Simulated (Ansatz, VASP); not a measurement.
# ZnS in VASP and in Ansatz

```
CELL_PARAMETERS angstrom
0.00000 2.73493 2.61368
2.73493 0.00000 2.61368
2.73493 2.73493 0.00000
ATOMIC_POSITIONS crystal
Zn 0.00000 0.00000 0.00000
S 0.75000 0.75000 0.75000
```

Change from the starting cell: strain +0.015 along x and y, -0.030 along z, atoms carried along.

Alike in both runs: task single point; functional r2SCAN; k mesh 8 × 8 × 8; occupations gaussian, width 0.05 eV; no spin polarisation.

|  | VASP | Ansatz |
| --- | --- | --- |
| version | VASP 6.6.1 | Ansatz 0.2.0 |
| potentials or method | VASP PAW PBE potentials, release 64 (Zn, S), cutoff 520 eV | scalar-relativistic, plane waves, PAW |
| valence electrons in the cell | 18 | 18 |

Ansatz gave:

- gap on the k mesh at the Fermi level (eV): 2.60
- least direct gap on the mesh (eV): 2.60
- pressure (GPa): 0.0
- traceless stress, the component that is largest in VASP (GPa): 1.19

**Question.** Estimate VASP's values.

**Answer.** gap on the k mesh at the Fermi level (eV): 2.61; least direct gap on the mesh (eV): 2.61; pressure (GPa): 0.0; traceless stress, the component that is largest in VASP (GPa): 1.22.

VASP's potentials were made for PBE, not for r2SCAN. With one functional, cell and mesh, what is left measures potentials, basis and numerics.
